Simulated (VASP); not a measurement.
Wanted: the native input for a VASP 6.6.1 run.

- Task: relaxation of cell and atoms
- Functional: PBE
- Potentials or basis: VASP PAW PBE potentials, release 64 (Al, N)
- Cutoff: 600 eV
- k mesh: 8 × 8 × 8
- Occupations: gaussian, width 0.1 eV
- Spin: no spin polarisation
- Dipole correction: no
- Further INCAR settings: ALGO = Normal; EDIFF = 1e-07; IBRION = 2; EDIFFG = -0.04; NSW = 90; ISIF = 3

The structure of AlN lies in POSCAR:

```
AlN
1.0
    0.0000000000      2.0338324059      2.0338324059
    2.0338324059      0.0000000000      2.0338324059
    2.0338324059      2.0338324059      0.0000000000
Al N
1 1
Direct
    0.0000000000      0.0000000000      0.0000000000
    0.5000000000      0.5000000000      0.5000000000
```

The input as run:

INCAR

```
SYSTEM = AlN
PREC     = Accurate       ! precision mode
ENCUT    = 600            ! plane-wave cutoff, eV
EDIFF    = 1E-7           ! SCF threshold, eV
ISMEAR   = 0              ! smearing method
SIGMA    = 0.1            ! smearing width, eV
LREAL    = .False.        ! projectors in reciprocal space
LASPH    = .True.         ! aspherical terms in the spheres
NELM     = 120            ! most SCF steps
ALGO     = Normal         ! electronic algorithm
ISIF     = 3              ! what is computed and relaxed
LWAVE    = .False.        ! write WAVECAR
LCHARG   = .False.        ! write CHGCAR
GGA      = PE             ! functional
IBRION   = 2              ! ionic algorithm
NSW      = 90             ! ionic steps
EDIFFG   = -0.04          ! ionic threshold
GGA_COMPAT= .False.      
NELMIN   = 4
```

KPOINTS

```
regular mesh
0
Gamma
  8 8 8
  0 0 0
```

Potentials or basis: VASP PAW PBE potentials, release 64 (Al, N).

Run with:

```bash
$ cat potpaw_PBE.64/Al/POTCAR potpaw_PBE.64/N/POTCAR > POTCAR
$ mpirun -np 1 vasp_std > vasp.out
```

Results of the run:

```
Pressure after relaxing : 0.1 GPa
Band gap on the k mesh  : 4.43 eV, indirect (least direct gap 5.42 eV)
```

Caveat: the relaxation stopped at its first step, so nothing moved.

Run time: 2.7 s on 1 thread of Intel(R) Xeon(R) 6975P-C (Granite Rapids), with other jobs on the host, peak memory 0.13 GiB.
